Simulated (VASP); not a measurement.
System: Ga8SiP7H (a cell with a defect).

```
CELL_PARAMETERS angstrom
7.66692 0.00000 0.00000
0.00000 6.63975 0.00000
0.00000 0.00000 6.31582
ATOMIC_POSITIONS crystal
Ga 0.99394 0.33104 0.00562
Ga 0.49920 0.33739 0.00132
Ga 0.24853 0.83091 0.99989
Ga 0.74996 0.83037 0.00010
Ga 0.21879 0.14997 0.51940
Ga 0.00362 0.66633 0.49854
Ga 0.75098 0.16274 0.48923
Ga 0.49668 0.66430 0.49802
P 0.99207 0.32986 0.37827
P 0.24970 0.83897 0.37545
P 0.75133 0.83362 0.37364
P 0.25342 0.16647 0.87255
P 0.00169 0.66924 0.87452
P 0.74984 0.16726 0.87777
P 0.49971 0.66473 0.87713
Si 0.52499 0.35096 0.36432
H 0.36950 0.25376 0.44013
```

Base run:

* Program: VASP 6.6.1
* Functional: PBEsol
* Potentials or basis: VASP PAW PBE potentials, release 64 (Ga_d, P, Si, H)
* Cutoff: 520 eV
* k mesh: 2 × 2 × 2, shifted
* Occupations: fermi-dirac, width 0.05 eV
* Spin: no spin polarisation

Its results: band gap on the k mesh 2.00 eV; pressure 4.0 GPa; largest force 3.052 eV/Å.

Task: The run is repeated on the same cell with these changes: further incar settings from LREAL = Auto; ALGO = Normal; EDIFF = 1e-06; NBANDS = 86 to LREAL = Auto; ALGO = Normal; EDIFF = 1e-07; NBANDS = 86; dispersion from none to D4. What comes out?

Result: Band gap on the k mesh 2.00 eV; pressure 2.2 GPa; largest force 3.050 eV/Å.

Caveats: the PAW data sets were made with another functional, which shifts forces and pressure a little.

A k mesh can miss the band edges.
